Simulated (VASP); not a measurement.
Set up this calculation in VASP 6.6.1, as the native input.

- Task: relaxation of cell and atoms
- Functional: PBE
- Potentials or basis: VASP PAW PBE potentials, release 64 (Na_pv, Pd)
- Cutoff: 600 eV
- k mesh: 8 × 8 × 8
- Occupations: gaussian, width 0.1 eV
- Spin: no spin polarisation
- Dipole correction: no
- Further INCAR settings: ALGO = Fast; EDIFF = 1e-06; IBRION = 2; EDIFFG = -0.01; NSW = 100; ISIF = 3

The structure of Na4Pd lies in POSCAR:

```
Na4Pd
1.0
    5.5648200275      0.0000000000      0.0000000000
    0.0000000000      5.5648200275      0.0000000000
    0.0000000000      0.0000000000      5.5648200275
Na Pd
4 1
Direct
    0.5000000000      0.0000000000      0.0000000000
    0.0000000000      0.5000000000      0.0000000000
    0.0000000000      0.0000000000      0.5000000000
    0.5000000000      0.5000000000      0.5000000000
    0.0000000000      0.0000000000      0.0000000000
```

These files were run (other wordings do the same):

INCAR

```
PREC = Accurate ; ENCUT = 600
EDIFF = 1E-6 ; ISMEAR = 0
SIGMA = 0.1 ; LREAL = False
LASPH = True ; NELM = 80
ALGO = Fast ; ISIF = 3
LWAVE = False ; LCHARG = False
GGA = PE ; IBRION = 2
NSW = 100 ; EDIFFG = -0.01
```

KPOINTS

```
Automatic mesh
0
Gamma
  8 8 8
```

Potentials or basis: VASP PAW PBE potentials, release 64 (Na_pv, Pd).

Run with:

```bash
$ cat potpaw_PBE.64/Na_pv/POTCAR potpaw_PBE.64/Pd/POTCAR > POTCAR
$ mpirun -np 1 vasp_std > vasp.out
```

It gave:

```json
{
 "Relaxed volume": "34.44 Å³/atom",
 "Relaxed cell": "a = 5.563 Å, b = 5.563 Å, c = 5.563 Å, α = 90.00°, β = 90.00°, γ = 90.00°",
 "Space group after relaxing (to 0.05 Å)": "Pm-3m (No. 221)",
 "Energy gained by relaxing": "0.0 meV/atom",
 "Ionic steps": "3",
 "Pressure after relaxing": "0.0 GPa",
 "Band gap on the k mesh": "zero (band 19 reaches 1.90 eV, above the bottom of band 20 at 0.21 eV)"
}
```

Run time: 3.9 min on 1 thread of Intel(R) Xeon(R) Platinum 8488C (Sapphire Rapids), on a shared host, peak memory 0.43 GiB.
